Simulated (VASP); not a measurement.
# BeCr3 (Pm-3m) in VASP: further runs

The runs below take BeCr3 through single point, with PBE.

Everything below comes from runs of VASP 6.6.1. Logs are shortened: lines on timing, memory, paths and dates and some standing lists are left out, and cuts for length are marked.

## Step 1: The cell of the first run

Symmetry: Pm-3m, No. 221, cubic system. The conventional cell has a = 3.511 Å, b = 3.511 Å, c = 3.511 Å, α = 90.00°, β = 90.00°, γ = 90.00°. Within 3.3 Å of Cr (site symmetry 4/mmm) lie 8 Cr at 2.48 Å and 4 Be at 2.48 Å. Be (site symmetry m-3m) has 12 Cr at 2.48 Å within 3.3 Å.

## Step 2: Single point, PBE, collinear spin, zero start

File INCAR:

```
PREC     = Accurate       # precision mode
ENCUT    = 520            # plane-wave cutoff, eV
EDIFF    = 1E-6           # SCF threshold, eV
ISMEAR   = -1             # smearing method
SIGMA    = 0.05           # smearing width, eV
LREAL    = False          # projectors in reciprocal space
LASPH    = True           # aspherical terms in the spheres
NELM     = 150            # most SCF steps
ALGO     = Normal         # electronic algorithm
ISIF     = 2              # what is computed and relaxed
LWAVE    = False          # write WAVECAR
LCHARG   = True           # write CHGCAR
ISPIN    = 2              # spin polarisation
MAGMOM   = 0 0 0 0        # initial moments
LORBIT   = 11             # projections on sites
NUPDOWN  = 0.0            # fixed moment
LMAXMIX  = 4              # l up to which the mixer works
GGA      = PE             # functional
LELF     = True           # ELF
LVHAR    = True         
NBANDS   = 31             # bands
```

File KPOINTS:

```
regular mesh
0
Gamma
  6 6 6
```

File POSCAR:

```
BeCr3
1.0
    3.5112140000      0.0000000000      0.0000000000
    0.0000000000      3.5112140000      0.0000000000
    0.0000000000      0.0000000000      3.5112140000
Cr Be
3 1
Direct
    0.5000000000      0.5000000000      0.0000000000
    0.5000000000      0.0000000000      0.5000000000
    0.0000000000      0.5000000000      0.5000000000
    0.0000000000      0.0000000000      0.0000000000
```

Potentials or basis: VASP PAW PBE potentials, release 64 (Cr_pv, Be).

Run with:

```sh
$ cat potpaw_PBE.64/Cr_pv/POTCAR potpaw_PBE.64/Be/POTCAR > POTCAR
$ mpirun -np 1 vasp_std > vasp.out
```

OUTCAR:

```text
PREC = Accurate
   ENCUT = 520
   EDIFF = 1E-6
   ISMEAR = -1
   LREAL = False
   LASPH = True
   NELM = 150
   ISIF = 2
   ISPIN = 2
   LORBIT = 11
   NUPDOWN = 0.0
   GGA = PE

 ion  position               nearest neighbor table
   1  0.500  0.500  0.000-   2 2.48   3 2.48   4 2.48   2 2.48   3 2.48   2 2.48   4 2.48   2 2.48
                             3 2.48   4 2.48   3 2.48   4 2.48
   2  0.500  0.000  0.500-   1 2.48   3 2.48   4 2.48   1 2.48   4 2.48   1 2.48   3 2.48   1 2.48
                             3 2.48   4 2.48   4 2.48   3 2.48
   3  0.000  0.500  0.500-   1 2.48   2 2.48   4 2.48   1 2.48   4 2.48   2 2.48   4 2.48   4 2.48
                             1 2.48   2 2.48   1 2.48   2 2.48
   4  0.000  0.000  0.000-   1 2.48   2 2.48   3 2.48   2 2.48   3 2.48   1 2.48   3 2.48   3 2.48
                             1 2.48   2 2.48   2 2.48   1 2.48

  LATTYP: Found a simple cubic cell.
 ALAT       =     3.5112140000

  Lattice vectors:

 A1 = (   3.5112140000,   0.0000000000,   0.0000000000)
 A2 = (   0.0000000000,   3.5112140000,   0.0000000000)
 A3 = (   0.0000000000,   0.0000000000,   3.5112140000)

Analysis of symmetry for initial positions (statically):
=====================================================================
 Subroutine PRICEL returns:
 Original cell was already a primitive cell.

 Routine SETGRP: Setting up the symmetry group for a
 simple cubic supercell.

 Subroutine GETGRP returns: Found 48 space group operations
 (whereof 48 operations were pure point group operations)
 out of a pool of 48 trial point group operations.

The static configuration has the point symmetry O_h .

Analysis of symmetry for dynamics (positions and initial velocities):
=====================================================================
 Subroutine PRICEL returns:
 Original cell was already a primitive cell.

 Routine SETGRP: Setting up the symmetry group for a
 simple cubic supercell.

 Subroutine GETGRP returns: Found 48 space group operations
 (whereof 48 operations were pure point group operations)
 out of a pool of 48 trial point group operations.

The dynamic configuration has the point symmetry O_h .

Analysis of structural, dynamic, and magnetic symmetry:
=====================================================================
 Subroutine PRICEL returns:
 Original cell was already a primitive cell.

 Routine SETGRP: Setting up the symmetry group for a
 simple cubic supercell.

 Subroutine GETGRP returns: Found 48 space group operations
 (whereof 48 operations were pure point group operations)
 out of a pool of 48 trial point group operations.

The overall configuration has the point symmetry O_h .

 Subroutine INISYM returns: Found 48 space group operations
 (whereof 48 operations are pure point group operations),
 and found     1 'primitive' translations

----------------------------------------------------------------------------------------

                                     Primitive cell

  volume of cell :      43.2884

  direct lattice vectors                    reciprocal lattice vectors
     3.511214000  0.000000000  0.000000000     0.284801781  0.000000000  0.000000000
     0.000000000  3.511214000  0.000000000     0.000000000  0.284801781  0.000000000
     0.000000000  0.000000000  3.511214000     0.000000000  0.000000000  0.284801781

  length of vectors
     3.511214000  3.511214000  3.511214000     0.284801781  0.284801781  0.284801781

  position of ions in fractional coordinates (direct lattice)
     0.500000000  0.500000000  0.000000000
     0.500000000  0.000000000  0.500000000
     0.000000000  0.500000000  0.500000000
     0.000000000  0.000000000  0.000000000

  ion indices of the primitive-cell ions
   primitive index   ion index
                 1           1
                 2           2
                 3           3
                 4           4

----------------------------------------------------------------------------------------

 KPOINTS: regular mesh

Automatic generation of k-mesh.
 Grid dimensions read from file:
 generate k-points for:    6    6    6

 Generating k-lattice:

  Cartesian coordinates                     Fractional coordinates (reciprocal lattice)
     0.047466963  0.000000000  0.000000000     0.166666667  0.000000000  0.000000000
     0.000000000  0.047466963  0.000000000     0.000000000  0.166666667  0.000000000
     0.000000000  0.000000000  0.047466963     0.000000000  0.000000000  0.166666667

  Length of vectors
     0.047466963  0.047466963  0.047466963

  Shift w.r.t. Gamma in fractional coordinates (k-lattice)
     0.000000000  0.000000000  0.000000000

 Subroutine IBZKPT returns following result:
 ===========================================

 Found     20 irreducible k-points:

 Following reciprocal coordinates:
            Coordinates               Weight
  0.000000  0.000000  0.000000      1.000000
  0.166667  0.000000  0.000000      6.000000
  0.333333  0.000000  0.000000      6.000000
  0.500000  0.000000  0.000000      3.000000
  0.166667  0.166667  0.000000     12.000000
  0.333333  0.166667  0.000000     24.000000
[... 12 lines left out ...]
  0.500000  0.500000  0.333333      6.000000
  0.500000  0.500000  0.500000      1.000000
   k-points           NKPTS =     20   k-points in BZ     NKDIM =     20   number of bands    NBANDS=     31
   number of dos      NEDOS =    301   number of ions     NIONS =      4
   total plane-waves  NPLWV =  21952
   dimension x,y,z NGX =    28 NGY =   28 NGZ =   28
   dimension x,y,z NGXF=    56 NGYF=   56 NGZF=   56
   ions per type =               3   1
   NGX,Y,Z   is equivalent  to a cutoff of  13.26, 13.26, 13.26 a.u.
   NGXF,Y,Z  is equivalent  to a cutoff of  26.51, 26.51, 26.51 a.u.
 SYSTEM =  unknown system
   PREC   = accura    normal or accurate (medium, high low for compatibility)
   ISTART =      0    job   : 0-new  1-cont  2-samecut
   ICHARG =      2    charge: 1-file 2-atom 10-const
   ISPIN  =      2    spin polarized calculation?
   LNONCOLLINEAR =      F non collinear calculations
   LSORBIT =      F    spin-orbit coupling
   LASPH  =      T    aspherical Exc in radial PAW
   ENCUT  =  520.0 eV  38.22 Ry    6.18 a.u.   6.53  6.53  6.53*2*pi/ulx,y,z
   NELM   =    150;   NELMIN=  2; NELMDL= -5     # of ELM steps
   EDIFF  = 0.1E-05   stopping-criterion for ELM
   LREAL  =      F    real-space projection
   EDIFFG = 0.1E-04   stopping-criterion for IOM
   NSW    =      0    number of steps for IOM
   IBRION =     -1    ionic relax: 0-MD 1-quasi-New 2-CG
   NFREE  =      0    steps in history (QN), initial steepest desc. (CG)
   ISIF   =      2    stress and relaxation
   ISYM   =      2    0-nonsym 1-usesym 2-fastsym
   POTIM  = 0.5000    time-step for ionic-motion
   TEBEG  =    0.0;   TEEND  =   0.0 temperature during run
   PSTRESS=    0.0 pullay stress
   NELECT =      38.0000    total number of electrons
   NUPDOWN=       0.0000    fix difference up-down
   EMIN   =  10.00;   EMAX   =-10.00  energy-range for DOS
   EFERMI =   0.00;   METHOD = LEGACY
   ISMEAR =    -1;   SIGMA  =   0.05  broadening in eV -4-tet -1-fermi 0-gaus
   EFERMI_NEDOS =   21; number of points for ismear=-14 and -15
   IALGO  =     38    algorithm
   IMIX   =      4    mixing-type and parameters
     AMIX     =   0.40;   BMIX     =  1.00
     AMIX_MAG =   1.60;   BMIX_MAG =  1.00
  volume/ion in A,a.u.               =      10.82        73.03
  Fermi-wavevector in a.u.,A,eV,Ry     =   1.567516  2.962176 33.430975  2.457107
  Thomas-Fermi vector in A             =   2.669684
   LORBIT       =     11    0 simple, 1 ext, 2 COOP (PROOUT), +10 PAW based schemes
   GGA     = PE    functional components
   LHFCALC =     F    Hartree Fock is set to
   AEXX    =    0.0000 exact exchange contribution
   IVDW    =     0    specifies the selected vdW correction
   LEPSILON=     F    determine dielectric tensor
   LRPA    =     F    only Hartree local field effects (RPA)
 spin polarized calculation
  energy-cutoff  :      520.00
  volume of cell :       43.29
 maximum number of plane-waves:      1189
 NGX is ok and might be reduce to    28
   NGX = 13   NGY = 13   NGZ = 13

 number of electron      37.9999983 magnetization      -0.0000000

 number of electron      37.9999983 magnetization       0.0000000

 Free energy of the ion-electron system (eV)
  ---------------------------------------------------
  ext. energy  EPLUGINS =         0.00000000
  ---------------------------------------------------
  free energy    TOTEN  =       -31.84817722 eV

  energy without entropy =      -31.82128706  energy(sigma->0) =      -31.83473214

 E-fermi :   9.8527     XC(G=0): -12.9856

 val. band max:        9.8525586947   @ k =   0.1667   0.0000   0.0000
 cond. band min:       9.8827402126   @ k =   0.3333   0.3333   0.0000
 fundamental gap:      0.0301815179
 Fermi energy:         9.8527231897

 spin component 1

 k-point     1 :       0.0000    0.0000    0.0000
  band No.  band energies     occupation
      1     -33.4954      1.00000
      2     -33.4954      1.00000
      3     -33.4954      1.00000
      4     -33.0240      1.00000
      5     -33.0240      1.00000
      6     -33.0240      1.00000
[... 669 lines left out ...]
     30      17.1977      0.00000
     31      17.1977      0.00000
 Fermi energy:         9.8527248925

 spin component 2

 k-point     1 :       0.0000    0.0000    0.0000
  band No.  band energies     occupation
      1     -33.4954      1.00000
      2     -33.4954      1.00000
      3     -33.4954      1.00000
      4     -33.0240      1.00000
      5     -33.0240      1.00000
      6     -33.0240      1.00000
[... 669 lines left out ...]
     30      17.1977      0.00000
     31      17.1977      0.00000

------------------------ aborting loop because EDIFF is reached ----------------------------------------

  FORCE on cell =-STRESS in cart. coord.  units (eV):
  Direction    XX          YY          ZZ          XY          YZ          ZX
  --------------------------------------------------------------------------------------
  -------------------------------------------------------------------------------------
  Total       -0.2693986     -0.2693986     -0.2693986     -0.0000000     -0.0000000      0.0000000
  in kB       -9.9708931     -9.9708931     -9.9708931     -0.0000000     -0.0000000      0.0000000
  external PRESSURE =      -9.9708931 kB  Pullay stress =       0.0000000 kB

 VOLUME and BASIS-vectors are now :
 -----------------------------------------------------------------------------
  energy-cutoff  :      520.00
  volume of cell :       43.29
      direct lattice vectors                 reciprocal lattice vectors
     3.511214000  0.000000000  0.000000000     0.284801781  0.000000000  0.000000000
     0.000000000  3.511214000  0.000000000     0.000000000  0.284801781  0.000000000
     0.000000000  0.000000000  3.511214000     0.000000000  0.000000000  0.284801781

 POSITION                                       TOTAL-FORCE (eV/Angst)
 -----------------------------------------------------------------------------------
      1.75561      1.75561      0.00000         0.000000      0.000000      0.000000
      1.75561      0.00000      1.75561         0.000000      0.000000      0.000000
      0.00000      1.75561      1.75561         0.000000      0.000000      0.000000
      0.00000      0.00000      0.00000         0.000000      0.000000      0.000000
 -----------------------------------------------------------------------------------
    total drift:                                0.000000      0.000000      0.000000

  FREE ENERGIE OF THE ION-ELECTRON SYSTEM (eV)
  ---------------------------------------------------
  free  energy   TOTEN  =       -31.8481772161 eV

  energy  without entropy=      -31.8212870561  energy(sigma->0) =      -31.83473214

 total charge

# of ion       s       p       d       tot
------------------------------------------
    1        0.426   6.371   4.258  11.055
    2        0.426   6.371   4.258  11.055
    3        0.426   6.371   4.258  11.055
    4        0.444   0.728   0.000   1.172
--------------------------------------------------
tot          1.722  19.840  12.773  34.336

 magnetization (x)

# of ion       s       p       d       tot
------------------------------------------
    1       -0.000   0.000  -0.000  -0.000
    2       -0.000   0.000  -0.000  -0.000
    3       -0.000   0.000  -0.000  -0.000
    4        0.000  -0.000   0.000  -0.000
--------------------------------------------------
tot         -0.000   0.000  -0.000  -0.000
```

Wall time 55 s (1 thread of Intel Xeon Platinum 8488C (Sapphire Rapids), shared host); peak memory 0.19 GiB.

What came out:

```
Free energy                                           : -31.8482 eV
Pressure                                              : -1.0 GPa
Net moment                                            : 0.00 μB per cell
Valence electrons inside the program's atomic spheres : Cr 11.05; Be 1.17
```

Caveat: the total moment is fixed, so each spin has its own Fermi level.

[end of part 1 of 2]
